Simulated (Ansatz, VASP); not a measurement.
# AlNi: VASP beside Ansatz

```
Al Ni
1.0
     2.04154   -2.04156    0.00000
     2.04154    2.04156    0.00000
     0.00000    0.00000    2.86941
Al Ni
1 1
Cartesian
  0.0000 0.0000 0.0000
  2.0415 0.0000 1.4347
```

Change from the starting cell: strain +0.0100 x Voigt [1, 1, 0, 0, 0, 0], atoms carried along.

Alike in both runs: task single point; functional PBEsol; k mesh 20 × 20 × 20; occupations gaussian, width 0.15 eV; no spin polarisation.

```csv
,VASP,Ansatz
version,VASP 6.6.1,Ansatz 0.2.0
potentials or method,"VASP PAW PBE potentials, release 64 (Al, Ni), cutoff 520 eV","scalar-relativistic, plane waves, PAW"
valence electrons in the cell,13,21
```

Ansatz gave:

| Item | Value |
| --- | --- |
| gap on the k mesh at the Fermi level (eV) | none |
| pressure (GPa) | -3.3 |
| traceless stress, the component that is largest in VASP (GPa) | 0.31 |

Q: Estimate VASP's values.

A: gap on the k mesh at the Fermi level (eV): none; pressure (GPa): -3.5; traceless stress, the component that is largest in VASP (GPa): 0.32.

VASP's potentials were made for PBE, not for PBEsol. A gap of «none» marks a metal or a gap that the smearing closes. VASP's potentials hold 13 valence electrons a cell and Ansatz's 21, so a difference there can come from the potentials and not from the codes. Ansatz's warnings: near symmetry operations not taken.
